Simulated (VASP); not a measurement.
# HfB (Fm-3m) in VASP: notebook, part 2 of 2

VASP 6.6.1. The steps go on from the part before.

**3. Relaxation of cell and atoms, PBEsol, target pressure 5 GPa, at which the enthalpy is minimised**

This run uses another cell than the first one, of 12.33 Å³/atom, 0.899 times its volume.

File INCAR:

```
PREC = Accurate
ENCUT = 600
EDIFF = 1E-6
ISMEAR = -1
SIGMA = 0.05
LREAL = False
LASPH = True
NELM = 80
ALGO = Normal
ISIF = 3
LWAVE = False
LCHARG = False
GGA = PS
IBRION = 2
NSW = 80
EDIFFG = -0.01
PSTRESS = 50.0
```

File KPOINTS:

```
Automatic mesh
0
Gamma
  10 10 10
```

File POSCAR:

```
HfB
1.0
    0.0000000000      2.3100000000      2.3100000000
    2.3100000000      0.0000000000      2.3100000000
    2.3100000000      2.3100000000      0.0000000000
Hf B
1 1
Direct
    0.5000000000      0.5000000000      0.5000000000
    0.0000000000      0.0000000000      0.0000000000
```

Potentials or basis: VASP PAW PBE potentials, release 64 (Hf_pv, B).

Started as:

```console
$ cat potpaw_PBE.64/Hf_pv/POTCAR potpaw_PBE.64/B/POTCAR > POTCAR
$ mpirun -np 1 vasp_std > vasp.out
```

OUTCAR:

```text
PREC = Accurate
   ENCUT = 600
   EDIFF = 1E-6
   ISMEAR = -1
   LREAL = False
   LASPH = True
   NELM = 80
   ISIF = 3
   GGA = PS
   IBRION = 2
   NSW = 80
   EDIFFG = -0.01
   PSTRESS = 50.0

 ion  position               nearest neighbor table
   1  0.500  0.500  0.500-   2 2.31   2 2.31   2 2.31   2 2.31   2 2.31   2 2.31
   2  0.000  0.000  0.000-   1 2.31   1 2.31   1 2.31   1 2.31   1 2.31   1 2.31

  LATTYP: Found a face centered cubic cell.
 ALAT       =     4.6200000000

  Lattice vectors:

 A1 = (   0.0000000000,   2.3100000000,   2.3100000000)
 A2 = (   2.3100000000,   0.0000000000,   2.3100000000)
 A3 = (   2.3100000000,   2.3100000000,   0.0000000000)

Analysis of symmetry for initial positions (statically):
[... 295 lines left out ...]

  energy without entropy =      -18.37965797  energy(sigma->0) =      -18.38666506

 E-fermi :   4.4532     XC(G=0): -12.0137

 val. band max:        4.4482276971   @ k =   0.5000   0.3000   0.1000
 cond. band min:       4.4533724000   @ k =  -0.2000   0.1000   0.0000
 fundamental gap:      0.0051447029
 Fermi energy:         4.4531525321

 k-point     1 :       0.0000    0.0000    0.0000
  band No.  band energies     occupation
      1     -24.2057      2.00000
      2     -24.2057      2.00000
      3     -24.2057      2.00000
      4      -4.8147      2.00000
      5       6.5455      0.00000
      6       6.5455      0.00000
      7       6.5455      0.00000
      8       8.2362      0.00000
      9       8.2362      0.00000
     10       8.2362      0.00000
[... 287 lines left out ...]
 k-point    24 :       0.4000    0.3000    0.0000
  band No.  band energies     occupation
      1     -24.6094      2.00000
      2     -24.3707      2.00000
      3     -24.3540      2.00000
      4      -2.0065      2.00000
      5       2.3444      2.00000
      6       3.7914      2.00000
      7       5.6990      0.00000
      8       6.4573      0.00000
      9      10.2764      0.00000
     10      11.7371      0.00000

 [... further k-points ...]
[... 5 lines left out ...]
  --------------------------------------------------------------------------------------
  -------------------------------------------------------------------------------------
  Total        0.8248509      0.8248509      0.8248509     -0.0000000     -0.0000000      0.0000000
  in kB       49.3420174     49.3420174     49.3420174     -0.0000000     -0.0000000      0.0000000
  external PRESSURE =      -0.6579826 kB  Pullay stress =      50.0000000 kB
[... 21 lines left out ...]
  energy  without entropy=      -18.3796579719  energy(sigma->0) =      -18.38666506

  enthalpy is  TOTEN    =       -17.5578217583 eV   P V=        0.8358503906

 reached required accuracy - stopping structural energy minimisation
```

OSZICAR:

```text
N       E                     dE             d eps       ncg     rms          rms(c)
DAV:   1     0.162007063392E+02    0.16201E+02   -0.82752E+03   940   0.137E+03
DAV:   2    -0.187695734641E+02   -0.34970E+02   -0.33575E+02  1210   0.208E+02
DAV:   3    -0.197237821881E+02   -0.95421E+00   -0.93565E+00  1222   0.247E+01
DAV:   4    -0.197305782515E+02   -0.67961E-02   -0.67667E-02  1152   0.194E+00
[... 29 lines left out ...]
       N       E                     dE             d eps       ncg     rms          rms(c)
DAV:   1    -0.183939187272E+02    0.16683E-02   -0.68410E-03   940   0.837E-01    0.208E-01
DAV:   2    -0.183937291870E+02    0.18954E-03   -0.29353E-04   944   0.179E-01    0.107E-01
DAV:   3    -0.183936717117E+02    0.57475E-04   -0.18161E-04  1020   0.124E-01    0.926E-02
DAV:   4    -0.183936721489E+02   -0.43718E-06   -0.20247E-06   938   0.167E-02
   4 F= -.17557822E+02 E0= -.17550815E+02  d E =-.119920E+00
```

Run time: 59 s. Hardware: 1 thread of Intel Xeon 8259CL, shared host; peak memory 0.18 GiB.

Results:

- Free energy: -18.3937 eV
- Relaxed volume: 13.39 Å³/atom
- Relaxed cell: a = 3.358 Å, b = 3.358 Å, c = 3.358 Å, α = 60.00°, β = 60.00°, γ = 60.00°
- Space group after relaxing (to 0.05 Å): Fm-3m (No. 225)
- Energy change on relaxing (the enthalpy is what falls): -93.2 meV/atom
- Ionic steps: 4
- Pressure after relaxing: 4.9 GPa

The path:
```tsv
step	energy change (eV)	largest force (eV/Å)	pressure (GPa)	volume (Å³)
1	0.0000	0.0000	24.30	24.65
2	-0.0550	0.0000	-14.73	30.34
3	-0.1883	0.0000	4.47	26.85
4	-0.1864	0.0000	4.93	26.78
```

Final structure:
```xyz
2
Lattice="0.0000 2.3747 2.3747 2.3747 0.0000 2.3747 2.3747 2.3747 0.0000" Properties=species:S:1:pos:R:3 pbc="T T T"
Hf    2.3747    2.3747    2.3747
B     0.0000    0.0000    0.0000
```

Caveat: the cell is relaxed towards a set pressure, so the enthalpy falls and the energy may rise; the PAW data sets were made with another functional, which shifts forces and pressure a little; spin-orbit coupling is left out, which moves the levels of the heavy elements.

**4. Relaxation of cell and atoms, PBEsol, target pressure 10 GPa, at which the enthalpy is minimised**

This run uses another cell than the first one, of 12.33 Å³/atom, 0.899 times its volume.

File INCAR:

```
SYSTEM = HfB
ALGO = Normal ; EDIFF = 1E-6
EDIFFG = -0.01 ; ENCUT = 600
GGA = PS ; IBRION = 2
ISIF = 3 ; ISMEAR = -1
LASPH = .True. ; LCHARG = .False.
LREAL = .False. ; LWAVE = .False.
NELM = 80 ; NSW = 80
PREC = Accurate ; PSTRESS = 100.0
SIGMA = 0.05
```

File KPOINTS:

```
k-points
0
Gamma
  10 10 10
  0 0 0
```

POSCAR is that of step 3.

Started as:

```console
$ cat potpaw_PBE.64/Hf_pv/POTCAR potpaw_PBE.64/B/POTCAR > POTCAR
$ mpirun -np 1 vasp_std > vasp.out
```

Run time: 63 s. Hardware: 1 thread of Intel Xeon 8259CL, shared host; peak memory 0.17 GiB.

It converged, with:

```
Free energy                                            : -18.3642 eV
Relaxed volume                                         : 13.07 Å³/atom
Relaxed cell                                           : a = 3.332 Å, b = 3.332 Å, c = 3.332 Å, α = 60.00°, β = 60.00°, γ = 60.00°
Space group after relaxing (to 0.05 Å)                 : Fm-3m (No. 225)
Energy change on relaxing (the enthalpy is what falls) : -78.5 meV/atom
Ionic steps                                            : 4
Pressure after relaxing                                : 10.0 GPa
```

Step by step:
| step | energy change (eV) | largest force (eV/Å) | pressure (GPa) | volume (Å³) |
| --- | --- | --- | --- | --- |
| 1 | 0.0000 | 0.0000 | 24.30 | 24.65 |
| 2 | -0.1648 | 0.0000 | -7.60 | 28.79 |
| 3 | -0.1593 | 0.0000 | 9.67 | 26.18 |
| 4 | -0.1570 | 0.0000 | 9.97 | 26.15 |

Final structure:
```yaml
crystal:
  lattice:
    - [0.00000, 2.35577, 2.35577]
    - [2.35577, 0.00000, 2.35577]
    - [2.35577, 2.35577, 0.00000]
  atoms:
    - { symbol: Hf, position: [0.50000, 0.50000, 0.50000] }
    - { symbol: B, position: [0.00000, 0.00000, 0.00000] }
```

Levels at points of the mesh, in eV from the Fermi level:
```
           k point  band 4  band 5  band 6  band 7  band 8  band 9  band 10
(0.00, 0.00, 0.00)   -9.35    2.12    2.12    2.12    3.85    3.85     3.85
(0.50, 0.00, 0.00)   -4.84   -4.18   -1.25   -1.25    6.14    6.14     7.09
(0.50, 0.50, 0.00)   -6.51   -1.04   -0.97    2.22    2.22    5.88     7.40
```

Caveat: the cell is relaxed towards a set pressure, so the enthalpy falls and the energy may rise; the PAW data sets were made with another functional, which shifts forces and pressure a little; spin-orbit coupling is left out, which moves the levels of the heavy elements. Zero-point motion and thermal expansion aren't in these numbers.

**5. The runs side by side**

| task | cell | cutoff (eV) | gap on the mesh (eV) | pressure (GPa) |
| --- | --- | --- | --- | --- |
| single point | a = 3.385 Å, angles 60.0°, 2 atoms | 520 | none | 0.4 |
| relaxation of cell and atoms | relaxed to 5 GPa from a = 3.267 Å, angles 60.0°, 2 atoms | 600 | none | 4.9 |
| relaxation of cell and atoms | relaxed to 10 GPa from a = 3.267 Å, angles 60.0°, 2 atoms | 600 | none | 10.0 |

Alike in all rows: level PBEsol; potentials or basis VASP PAW PBE potentials, release 64 (Hf_pv, B); no spin polarisation; k mesh 10 × 10 × 10; smearing fermi-dirac 0.05 eV.

Caveats: the PAW data sets were made with another functional, which shifts forces and pressure a little; spin-orbit coupling is left out, which moves the levels of the heavy elements; the cell is relaxed towards a set pressure, so the enthalpy falls and the energy may rise (some runs).

Absolute energies hang on the potentials; compare differences alone.
